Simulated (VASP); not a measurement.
Here is a VASP 6.6.1 calculation.

The input INCAR:

```
  PREC = Accurate
  ENCUT = 600
  EDIFF = 1E-7
  ISMEAR = -1
  SIGMA = 0.02
  LREAL = False
  LASPH = True
  NELM = 120
  ALGO = Normal
  ISIF = 3
  LWAVE = False
  LCHARG = False
  IBRION = 2
  NSW = 80
  EDIFFG = -0.01
  GGA_COMPAT = False
  NELMIN = 4
```

KPOINTS

```
Automatic mesh
0
Gamma
  6 6 6
```

File POSCAR:

```
CdIn2O4
1.0
    0.0000000000      4.5830000000      4.5830000000
    4.5830000000      0.0000000000      4.5830000000
    4.5830000000      4.5830000000      0.0000000000
Cd In O
2 4 8
Direct
    0.0000000000      0.0000000000      0.0000000000
    0.2500000000      0.2500000000      0.2500000000
    0.6250000000      0.6250000000      0.6250000000
    0.1250000000      0.6250000000      0.6250000000
    0.6250000000      0.6250000000      0.1250000000
    0.6250000000      0.1250000000      0.6250000000
    0.8650000000      0.8650000000      0.8650000000
    0.8450000000      0.3850000000      0.3850000000
    0.8650000000      0.8650000000      0.4050000000
    0.3850000000      0.8450000000      0.3850000000
    0.4050000000      0.8650000000      0.8650000000
    0.3850000000      0.3850000000      0.3850000000
    0.8650000000      0.4050000000      0.8650000000
    0.3850000000      0.3850000000      0.8450000000
```

Potentials or basis: VASP PAW LDA potentials, release 64 (Cd, In_d, O).

Command:

```bash
$ cat potpaw_LDA.64/Cd/POTCAR potpaw_LDA.64/In_d/POTCAR potpaw_LDA.64/O/POTCAR > POTCAR
$ mpirun -np 1 vasp_std > vasp.out
```

Q: What does it give for the relaxed volume?

A: 13.51 Å³/atom.

Q: Predict the space group after relaxing (to 0.1 Å).

A: Fd-3m (No. 227).

Q: What does it give for the band gap on the k mesh?

A: 1.07 eV (least direct gap 1.12 eV).

Forces on the atoms (eV/Å):
```
Cd   0.000  0.000  0.000
Cd   0.000  0.000  0.000
In   0.000  0.000  0.000
In   0.000  0.000  0.000
In   0.000  0.000  0.000
In   0.000  0.000  0.000
O   -0.004 -0.004 -0.004
O    0.004 -0.004 -0.004
O    0.004  0.004 -0.004
O   -0.004  0.004 -0.004
O   -0.004  0.004  0.004
O    0.004  0.004  0.004
O    0.004 -0.004  0.004
O   -0.004 -0.004  0.004
```

Caveat: spin-orbit coupling is left out, which moves the levels of the heavy elements. Zero-point motion and thermal expansion aren't in these numbers.
